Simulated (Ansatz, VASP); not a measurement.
**One calculation of B2Pt2Cl, two programs**

Contents of INCAR:

```
PREC = Accurate
ENCUT = 600
EDIFF = 1E-6
ISMEAR = 0
SIGMA = 0.1
LREAL = F
LASPH = T
NELM = 60
ALGO = Normal
ISIF = 3
LWAVE = F
LCHARG = F
GGA = PE
IBRION = 2
NSW = 90
EDIFFG = -0.04
```

KPOINTS

```
regular mesh
0
Gamma
  6 6 2
```

The input POSCAR:

```
B2Pt2Cl
1.0
    3.3020419600      0.0000000000      0.0000000000
    0.0000000000      3.3020419600      0.0000000000
    0.0000000000      0.0000000000      7.5697714400
B Pt Cl
2 2 1
Direct
    0.5000000000      0.0000000000      0.3790750500
    0.0000000000      0.5000000000      0.3790750500
    0.5000000000      0.0000000000      0.6185500900
    0.0000000000      0.5000000000      0.6185500900
    0.0000000000      0.0000000000      0.6781538000
```

Input for Ansatz:

```yaml
crystal:
  lattice:
    - [3.30204196, 0.0, 0.0]
    - [0.0, 3.30204196, 0.0]
    - [0.0, 0.0, 7.56977144]
  atoms:
    - { symbol: B, position: [0.5, 0.0, 0.37907505] }
    - { symbol: B, position: [0.0, 0.5, 0.37907505] }
    - { symbol: Pt, position: [0.5, 0.0, 0.61855009] }
    - { symbol: Pt, position: [0.0, 0.5, 0.61855009] }
    - { symbol: Cl, position: [0.0, 0.0, 0.6781538] }
basis:
  ecutwfc: 420
kpoints:
  mp_grid: { grid: [6, 6, 2] }
hamiltonian:
  xc: pbe
scf:
  occupations: { method: gaussian, width: 0.1 }
  lower_state_search: "off"
output:
  forces: true
  stress: true
  eigenvalues: true
relax:
  adjacent_minimum: "off"
  f_tol: 0.04
  max_steps: 70
  cell: { stress_tol: 0.4 }
```

Alike in both runs: task relaxation of cell and atoms; functional PBE; k mesh 6 × 6 × 2; occupations gaussian, width 0.1 eV; no spin polarisation.

```csv
,VASP,Ansatz
version,VASP 6.6.1,Ansatz 0.2.0
potentials or method,"VASP PAW PBE potentials, release 64 (B, Pt, Cl), cutoff 600 eV","scalar-relativistic, plane waves, PAW"
valence electrons in the cell,33,49
```

Ansatz gave:

```
gap on the k mesh at the Fermi level, each at its own relaxed structure (eV) : none
relaxed volume (Å³/atom)                                                     : 20.35
relaxed cell length with the largest relative difference (Å)                 : 7.244
```

**Question.** Which values does VASP return?

**Answer.** gap on the k mesh at the Fermi level, each at its own relaxed structure (eV): none; relaxed volume (Å³/atom): 24.51; relaxed cell length with the largest relative difference (Å): 8.726.

A gap of «none» marks a metal or a gap that the smearing closes. One of these differences is far larger than is usual between the two programs; its cause wasn't traced. VASP's potentials hold 33 valence electrons a cell and Ansatz's 49, so a difference there can come from the potentials and not from the codes.

The k mesh is coarse, so the values compare programs but aren't converged. Spin-orbit coupling is off throughout. Noted on VASP's run: the volume moved by over 15 % at a fixed basis, so the end points are rough.
